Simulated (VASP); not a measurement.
# ZrO2 (Fm-3m) in VASP: a series of runs

The runs below take ZrO2 through single point, relaxation of cell and atoms, with r2SCAN+rVV10.

All numbers are computed with VASP 6.6.1; they aren't measurements. Logs are shortened: lines on timing, memory, paths and dates and some standing lists are left out, and cuts for length are marked.

## (1) The cell of the first run

Symmetry: Fm-3m, No. 225, cubic system. The conventional cell has a = 5.079 Å, b = 5.079 Å, c = 5.079 Å, α = 90.00°, β = 90.00°, γ = 90.00°. Zr (site symmetry m-3m) has 8 O at 2.20 Å within 2.9 Å. Within 2.9 Å of O (site symmetry -43m) lie 4 Zr at 2.20 Å and 6 O at 2.54 Å.

## (2) Single point, r2SCAN+rVV10

The input, POSCAR:

```
ZrO2
1.0
    0.0000000000      2.5394960532      2.5394960532
    2.5394960532      0.0000000000      2.5394960532
    2.5394960532      2.5394960532      0.0000000000
Zr O
1 2
Direct
    0.0000000000      0.0000000000      0.0000000000
    0.2500000000      0.2500000000      0.2500000000
    0.7500000000      0.7500000000      0.7500000000
```

The input, INCAR.step1:

```
  PREC = Accurate
  ENCUT = 660
  ISMEAR = -1
  SIGMA = 0.03
  LREAL = F
  LASPH = T
  NELM = 120
  NBANDS = 19
  GGA = PE
  ALGO = Normal
  EDIFF = 1E-5
  LWAVE = T
  LCHARG = F
  GGA_COMPAT = F
```

The input, INCAR.step2:

```
  PREC = Accurate
  ENCUT = 660
  EDIFF = 1E-6
  ISMEAR = -1
  SIGMA = 0.03
  LREAL = F
  LASPH = T
  NELM = 120
  ALGO = Normal
  ISIF = 2
  LWAVE = F
  LCHARG = T
  METAGGA = R2SCAN
  LMIXTAU = T
  LUSE_VDW = T
  IVDW_NL = 2
  BPARAM = 11.95
  CPARAM = 0.0093
  LELF = T
  LVHAR = T
  NBANDS = 19
  ISTART = 1
  GGA_COMPAT = F
```

The input, KPOINTS:

```
regular mesh
0
Gamma
  8 8 8
```

Potentials or basis: VASP PAW PBE potentials, release 64 (Zr_sv, O).

The run is started by

```sh
$ cat potpaw_PBE.64/Zr_sv/POTCAR potpaw_PBE.64/O/POTCAR > POTCAR
$ cp INCAR.step1 INCAR
$ mpirun -np 1 vasp_std > vasp.out
$ cp INCAR.step2 INCAR
$ mpirun -np 1 vasp_std > vasp.out
```

OUTCAR:

```text
PREC = Accurate
   ENCUT = 660
   EDIFF = 1E-6
   ISMEAR = -1
   LREAL = F
   LASPH = T
   NELM = 120
   ISIF = 2
   METAGGA = R2SCAN
   IVDW_NL = 2
   BPARAM = 11.95
   ISTART = 1

 ion  position               nearest neighbor table
   1  0.000  0.000  0.000-   3 2.20   3 2.20   3 2.20   2 2.20   2 2.20   2 2.20   3 2.20   2 2.20

   2  0.250  0.250  0.250-   1 2.20   1 2.20   1 2.20   1 2.20
   3  0.750  0.750  0.750-   1 2.20   1 2.20   1 2.20   1 2.20

  LATTYP: Found a face centered cubic cell.
 ALAT       =     5.0789921064

  Lattice vectors:

 A1 = (   0.0000000000,   2.5394960532,   2.5394960532)
 A2 = (   2.5394960532,   0.0000000000,   2.5394960532)
 A3 = (   2.5394960532,   2.5394960532,   0.0000000000)

Analysis of symmetry for initial positions (statically):
=====================================================================
 Subroutine PRICEL returns:
 Original cell was already a primitive cell.

 Routine SETGRP: Setting up the symmetry group for a
 face centered cubic supercell.

 Subroutine GETGRP returns: Found 48 space group operations
 (whereof 48 operations were pure point group operations)
 out of a pool of 48 trial point group operations.

The static configuration has the point symmetry O_h .

Analysis of symmetry for dynamics (positions and initial velocities):
=====================================================================
 Subroutine PRICEL returns:
 Original cell was already a primitive cell.

 Routine SETGRP: Setting up the symmetry group for a
 face centered cubic supercell.

 Subroutine GETGRP returns: Found 48 space group operations
 (whereof 48 operations were pure point group operations)
 out of a pool of 48 trial point group operations.

The dynamic configuration has the point symmetry O_h .

 Subroutine INISYM returns: Found 48 space group operations
 (whereof 48 operations are pure point group operations),
 and found     1 'primitive' translations

----------------------------------------------------------------------------------------

                                     Primitive cell

  volume of cell :      32.7546

  direct lattice vectors                    reciprocal lattice vectors
     0.000000000  2.539496053  2.539496053    -0.196889457  0.196889457  0.196889457
     2.539496053  0.000000000  2.539496053     0.196889457 -0.196889457  0.196889457
     2.539496053  2.539496053  0.000000000     0.196889457  0.196889457 -0.196889457

  length of vectors
     3.591389760  3.591389760  3.591389760     0.341022544  0.341022544  0.341022544

  position of ions in fractional coordinates (direct lattice)
     0.000000000  0.000000000  0.000000000
     0.250000000  0.250000000  0.250000000
     0.750000000  0.750000000  0.750000000

  ion indices of the primitive-cell ions
   primitive index   ion index
                 1           1
                 2           2
                 3           3

----------------------------------------------------------------------------------------

 KPOINTS: regular mesh

Automatic generation of k-mesh.
 Grid dimensions read from file:
 generate k-points for:    8    8    8

 Generating k-lattice:

  Cartesian coordinates                     Fractional coordinates (reciprocal lattice)
    -0.024611182  0.024611182  0.024611182     0.125000000  0.000000000  0.000000000
     0.024611182 -0.024611182  0.024611182     0.000000000  0.125000000  0.000000000
     0.024611182  0.024611182 -0.024611182     0.000000000  0.000000000  0.125000000

  Length of vectors
     0.042627818  0.042627818  0.042627818

  Shift w.r.t. Gamma in fractional coordinates (k-lattice)
     0.000000000  0.000000000  0.000000000

 Subroutine IBZKPT returns following result:
 ===========================================

 Found     29 irreducible k-points:

 Following reciprocal coordinates:
            Coordinates               Weight
  0.000000  0.000000  0.000000      1.000000
  0.125000  0.000000  0.000000      8.000000
  0.250000  0.000000  0.000000      8.000000
  0.375000  0.000000  0.000000      8.000000
  0.500000  0.000000  0.000000      4.000000
  0.125000  0.125000  0.000000      6.000000
[... 16 lines left out ...]
  0.500000  0.250000  0.125000     48.000000
 -0.375000  0.250000  0.125000     24.000000
 [... further k-points ...]
   k-points           NKPTS =     29   k-points in BZ     NKDIM =     29   number of bands    NBANDS=     19
   number of dos      NEDOS =    301   number of ions     NIONS =      3
   total plane-waves  NPLWV =  27000
   dimension x,y,z NGX =    30 NGY =   30 NGZ =   30
   dimension x,y,z NGXF=    60 NGYF=   60 NGZF=   60
   ions per type =               1   2
   NGX,Y,Z   is equivalent  to a cutoff of  13.89, 13.89, 13.89 a.u.
   NGXF,Y,Z  is equivalent  to a cutoff of  27.77, 27.77, 27.77 a.u.
 SYSTEM =  unknown system
   PREC   = accura    normal or accurate (medium, high low for compatibility)
   ISTART =      1    job   : 0-new  1-cont  2-samecut
   ICHARG =      0    charge: 1-file 2-atom 10-const
   ISPIN  =      1    spin polarized calculation?
   LNONCOLLINEAR =      F non collinear calculations
   LSORBIT =      F    spin-orbit coupling
   LASPH  =      T    aspherical Exc in radial PAW
   ENCUT  =  660.0 eV  48.51 Ry    6.96 a.u.   7.52  7.52  7.52*2*pi/ulx,y,z
   NELM   =    120;   NELMIN=  2; NELMDL=  0     # of ELM steps
   EDIFF  = 0.1E-05   stopping-criterion for ELM
   LREAL  =      F    real-space projection
   EDIFFG = 0.1E-04   stopping-criterion for IOM
   NSW    =      0    number of steps for IOM
   IBRION =     -1    ionic relax: 0-MD 1-quasi-New 2-CG
   NFREE  =      0    steps in history (QN), initial steepest desc. (CG)
   ISIF   =      2    stress and relaxation
   ISYM   =      2    0-nonsym 1-usesym 2-fastsym
   POTIM  = 0.5000    time-step for ionic-motion
   TEBEG  =    0.0;   TEEND  =   0.0 temperature during run
   PSTRESS=    0.0 pullay stress
   NELECT =      24.0000    total number of electrons
   NUPDOWN=      -1.0000    fix difference up-down
   EMIN   =  10.00;   EMAX   =-10.00  energy-range for DOS
   EFERMI =   0.00;   METHOD = LEGACY
   ISMEAR =    -1;   SIGMA  =   0.03  broadening in eV -4-tet -1-fermi 0-gaus
   EFERMI_NEDOS =   21; number of points for ismear=-14 and -15
   IALGO  =     38    algorithm
   IMIX   =      4    mixing-type and parameters
     AMIX     =   0.40;   BMIX     =  1.00
     AMIX_MAG =   1.60;   BMIX_MAG =  1.00
  volume/ion in A,a.u.               =      10.92        73.68
  Fermi-wavevector in a.u.,A,eV,Ry     =   1.475891  2.789030 29.636960  2.178255
  Thomas-Fermi vector in A             =   2.590485
   LORBIT       =      0    0 simple, 1 ext, 2 COOP (PROOUT), +10 PAW based schemes
   METAGGA = R2SCAN    functional components
   LHFCALC =     F    Hartree Fock is set to
   AEXX    =    0.0000 exact exchange contribution
   IVDW_NL    =     2    kernel type
   BPARAM     =11.9500
   IVDW    =     0    specifies the selected vdW correction
   LEPSILON=     F    determine dielectric tensor
   LRPA    =     F    only Hartree local field effects (RPA)
 non-spin polarized calculation
  energy-cutoff  :      660.00
  volume of cell :       32.75
 maximum number of plane-waves:      1283
   NGX = 15   NGY = 15   NGZ = 15

 number of electron      23.9999996 magnetization

 Free energy of the ion-electron system (eV)
  ---------------------------------------------------
  ext. energy  EPLUGINS =         0.00000000
  ---------------------------------------------------
  free energy    TOTEN  =       -45.34522206 eV

  energy without entropy =      -45.34522206  energy(sigma->0) =      -45.34522206

 E-fermi :   7.5377     XC(G=0): -12.6288

 val. band max:        6.9743496911   @ k =   0.5000   0.5000   0.0000
 cond. band min:      10.8553203340   @ k =   0.0000   0.0000   0.0000
 fundamental gap:      3.8809706429
 Fermi energy:         7.5377471398

 k-point     1 :       0.0000    0.0000    0.0000
  band No.  band energies     occupation
      1     -42.5546      2.00000
      2     -19.6536      2.00000
      3     -19.6536      2.00000
      4     -19.6536      2.00000
      5     -12.2553      2.00000
      6      -9.6939      2.00000
[... 11 lines left out ...]
     18      17.0406      0.00000
     19      22.1828      0.00000

 k-point     2 :       0.1250    0.0000    0.0000
  band No.  band energies     occupation
      1     -42.5472      2.00000
      2     -19.7776      2.00000
      3     -19.6644      2.00000
      4     -19.6644      2.00000
      5     -12.0263      2.00000
      6      -9.8489      2.00000
[... 11 lines left out ...]
     18      16.8002      0.00000
     19      21.8835      0.00000

 k-point     3 :       0.2500    0.0000    0.0000
  band No.  band energies     occupation
      1     -42.5293      2.00000
      2     -20.0546      2.00000
      3     -19.6903      2.00000
      4     -19.6903      2.00000
      5     -11.5441      2.00000
      6     -10.1192      2.00000
[... 11 lines left out ...]
     18      16.7048      0.00000
     19      21.2593      0.00000

 k-point     4 :       0.3750    0.0000    0.0000
  band No.  band energies     occupation
      1     -42.5113      2.00000
      2     -20.3062      2.00000
      3     -19.7161      2.00000
      4     -19.7161      2.00000
      5     -11.2964      2.00000
      6     -10.1086      2.00000
[... 11 lines left out ...]
     18      16.8992      0.00000
     19      21.4910      0.00000

 k-point     5 :       0.5000    0.0000    0.0000
  band No.  band energies     occupation
      1     -42.5039      2.00000
      2     -20.4043      2.00000
      3     -19.7267      2.00000
      4     -19.7267      2.00000
      5     -11.2975      2.00000
      6      -9.9862      2.00000
[... 11 lines left out ...]
     18      16.4599      0.00000
     19      22.1299      0.00000

 k-point     6 :       0.1250    0.1250    0.0000
  band No.  band energies     occupation
      1     -42.5448      2.00000
      2     -19.7936      2.00000
      3     -19.6805      2.00000
      4     -19.6805      2.00000
      5     -11.9435      2.00000
      6      -9.9056      2.00000
[... 11 lines left out ...]
     18      16.7307      0.00000
     19      21.9718      0.00000

 k-point     7 :       0.2500    0.1250    0.0000
  band No.  band energies     occupation
      1     -42.5304      2.00000
      2     -19.9987      2.00000
      3     -19.7123      2.00000
      4     -19.7101      2.00000
      5     -11.5168      2.00000
      6     -10.1598      2.00000
[... 11 lines left out ...]
     18      16.6411      0.00000
     19      21.7827      0.00000

 k-point     8 :       0.3750    0.1250    0.0000
  band No.  band energies     occupation
      1     -42.5124      2.00000
      2     -20.2319      2.00000
      3     -19.7637      2.00000
      4     -19.7358      2.00000
      5     -11.1558      2.00000
      6     -10.2606      2.00000
[... 256 lines left out ...]
 k-point    20 :      -0.3750    0.3750    0.0000
  band No.  band energies     occupation
      1     -42.4885      2.00000
      2     -20.3089      2.00000
      3     -20.0368      2.00000
      4     -19.7999      2.00000
      5     -10.7222      2.00000
      6     -10.2501      2.00000
[... 11 lines left out ...]
     18      19.6289      0.00000
     19      22.7550      0.00000

 k-point    21 :       0.5000    0.5000    0.0000
  band No.  band energies     occupation
      1     -42.4871      2.00000
      2     -20.4744      2.00000
      3     -19.8349      2.00000
      4     -19.8349      2.00000
      5     -10.9161      2.00000
      6     -10.0559      2.00000
[... 11 lines left out ...]
     18      21.0816      0.00000
     19      21.3814      0.00000

 k-point    22 :       0.3750    0.2500    0.1250
  band No.  band energies     occupation
      1     -42.5160      2.00000
      2     -20.1430      2.00000
      3     -19.8099      2.00000
      4     -19.7245      2.00000
      5     -11.0935      2.00000
      6     -10.3763      2.00000
[... 11 lines left out ...]
     18      17.3612      0.00000
     19      22.1138      0.00000

 k-point    23 :       0.5000    0.2500    0.1250
  band No.  band energies     occupation
      1     -42.5015      2.00000
      2     -20.2597      2.00000
      3     -19.9124      2.00000
      4     -19.7538      2.00000
      5     -10.8539      2.00000
      6     -10.3696      2.00000
[... 11 lines left out ...]
     18      18.1128      0.00000
     19      22.3813      0.00000

 k-point    24 :      -0.3750    0.2500    0.1250
  band No.  band energies     occupation
      1     -42.4955      2.00000
      2     -20.3024      2.00000
      3     -19.9564      2.00000
      4     -19.7681      2.00000
      5     -10.8793      2.00000
      6     -10.2303      2.00000
[... 11 lines left out ...]
     18      18.1634      0.00000
     19      22.7173      0.00000

 [... further k-points ...]
[... 5 lines left out ...]
  --------------------------------------------------------------------------------------
  -------------------------------------------------------------------------------------
  Total        0.0314276      0.0314276      0.0314276      0.0000000     -0.0000000      0.0000000
  in kB        1.5372680      1.5372680      1.5372680      0.0000000     -0.0000000      0.0000000
  external PRESSURE =       1.5372680 kB  Pullay stress =       0.0000000 kB

 VOLUME and BASIS-vectors are now :
 -----------------------------------------------------------------------------
  energy-cutoff  :      660.00
  volume of cell :       32.75
      direct lattice vectors                 reciprocal lattice vectors
     0.000000000  2.539496053  2.539496053    -0.196889457  0.196889457  0.196889457
     2.539496053  0.000000000  2.539496053     0.196889457 -0.196889457  0.196889457
     2.539496053  2.539496053  0.000000000     0.196889457  0.196889457 -0.196889457

 POSITION                                       TOTAL-FORCE (eV/Angst)
 -----------------------------------------------------------------------------------
      0.00000      0.00000      0.00000         0.000000      0.000000      0.000000
      1.26975      1.26975      1.26975         0.000000     -0.000000      0.000000
      3.80924      3.80924      3.80924        -0.000000      0.000000     -0.000000
 -----------------------------------------------------------------------------------
    total drift:                                0.000000     -0.000000      0.000000

  FREE ENERGIE OF THE ION-ELECTRON SYSTEM (eV)
  ---------------------------------------------------
  free  energy   TOTEN  =       -45.3452220557 eV

  energy  without entropy=      -45.3452220557  energy(sigma->0) =      -45.34522206
```

Wall time 1.8 min (1 thread of Intel Xeon 6975P-C, shared host); peak memory 0.3 GiB.

Results:

```yaml
Free_energy: -45.3452 eV
Pressure: 0.2 GPa
Band_gap_on_the_k_mesh: 3.88 eV, indirect (least direct gap 4.27 eV)
```

Levels at points of the mesh, in eV from the valence-band top:
| k point | band 9 | band 10 | band 11 | band 12 | band 13 | band 14 | band 15 | band 16 |
| --- | --- | --- | --- | --- | --- | --- | --- | --- |
| (0.00, 0.00, 0.00) | -5.36 | -0.55 | -0.55 | -0.55 | 3.88 | 3.88 | 7.12 | 10.07 |
| (0.50, 0.00, 0.00) | -2.62 | -2.51 | -1.69 | -1.69 | 4.51 | 4.51 | 6.69 | 9.13 |
| (0.50, 0.50, 0.00) | -3.24 | -1.53 | -1.53 | 0.00 | 4.27 | 5.28 | 6.45 | 7.88 |

Caveat: the PAW data sets were made with another functional, which shifts forces and pressure a little.

(Continued in part 2 of 2.)
